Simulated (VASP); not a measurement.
# KF: single point with PBE

The system is KF.

```
K F
1.0
     0.01679    2.66245    2.66245
     2.66245    0.01679    2.66245
     2.66245    2.66245    0.01679
K F
1 1
Direct
  0.00000 0.00000 0.00000
  0.50000 0.50000 0.50000
```

This cell differs from its parent crystal: epitaxial 111 strain -0.5%.

```json
{"Program": "VASP 6.6.1", "Task": "single point", "Functional": "PBE", "Potentials or basis": "VASP PAW PBE potentials, release 64 (K_sv, F)", "Cutoff": "520 eV", "k mesh": "8 × 8 × 8", "Occupations": "fermi-dirac, width 0.02 eV", "Spin": "no spin polarisation"}
```

```yaml
Pressure: 2.2 GPa
Band_gap_on_the_k_mesh: 6.27 eV
```

Stress tensor (GPa, compression positive):
```
 2.18 -0.08 -0.08
-0.08  2.18 -0.08
-0.08 -0.08  2.18
```

Levels at points of the mesh, in eV from the valence-band top:
| k point | band 6 | band 7 | band 8 | band 9 | band 10 | band 11 |
| --- | --- | --- | --- | --- | --- | --- |
| (0.00, 0.00, 0.00) | -0.01 | 0.00 | 0.00 | 6.27 | 10.67 | 10.76 |
| (0.50, 0.00, 0.00) | -0.82 | -0.38 | -0.36 | 9.16 | 10.76 | 12.12 |
| (0.50, 0.50, 0.00) | -0.21 | -0.06 | -0.05 | 8.21 | 10.41 | 11.97 |
| (0.50, 0.50, 0.50) | -0.82 | -0.35 | -0.35 | 9.13 | 10.73 | 12.15 |

It took 24 s on 1 thread of AMD EPYC 7R13 Processor (Zen 3), with other jobs on the host, peak memory 0.14 GiB.

Caveat: the cell differs from its parent crystal (epitaxial 111 strain -0.5%). A k mesh can miss the band edges.
